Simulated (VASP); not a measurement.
Input of a VASP 6.6.1 run:

The input POSCAR:

```
BN
1.0
    2.4999725135      0.0000000000      0.0000000000
   -1.2499862567      2.1650397054      0.0000000000
    0.0000000000      0.0000000000      6.8724905086
B N
2 2
Direct
    0.3333333333      0.6666666667      0.0000000000
    0.6666666667      0.3333333333      0.5000000000
    0.3333333333      0.6666666667      0.5000000000
    0.6666666667      0.3333333333      1.0000000000
```

File INCAR.step1:

```
SYSTEM = BN
ALGO = Normal
EDIFF = 1E-4
ENCUT = 600
GGA = PE
ISMEAR = 0
LASPH = .True.
LCHARG = .False.
LREAL = .False.
LWAVE = .True.
NELM = 100
PREC = Accurate
SIGMA = 0.02
```

The input INCAR.step2:

```
SYSTEM = BN
ALGO = Normal
EDIFF = 1E-6
EDIFFG = -0.002
ENCUT = 600
IBRION = 2
ISIF = 3
ISMEAR = 0
ISTART = 1
LASPH = .True.
LCHARG = .False.
LMIXTAU = .True.
LREAL = .False.
LWAVE = .False.
METAGGA = R2SCAN
NELM = 100
NSW = 100
PREC = Accurate
SIGMA = 0.02
```

KPOINTS

```
k-points
0
Gamma
  15 15 6
  0 0 0
```

Potentials or basis: VASP PAW PBE potentials, release 64 (B, N).

Command:

```bash
$ cat potpaw_PBE.64/B/POTCAR potpaw_PBE.64/N/POTCAR > POTCAR
$ cp INCAR.step1 INCAR
$ mpirun -np 1 vasp_std > vasp.out
$ cp INCAR.step2 INCAR
$ mpirun -np 1 vasp_std > vasp.out
```

Task: Predict the band gap on the k mesh.

Result: 4.96 eV (least direct gap 5.37 eV).

Task: Predict the relaxed cell.

Result: a = 2.503 Å, b = 2.503 Å, c = 6.834 Å, α = 90.00°, β = 90.00°, γ = 120.00°.

Final structure:
```xyz
4
Lattice="2.5025 0.0000 0.0000 -1.2513 2.1673 0.0000 0.0000 0.0000 6.8345" Properties=species:S:1:pos:R:3 pbc="T T T"
B     0.0000    1.4448    0.0000
B     1.2513    0.7224    3.4172
N     0.0000    1.4448    3.4172
N     1.2513    0.7224    0.0000
```

 A k mesh can miss the band edges.
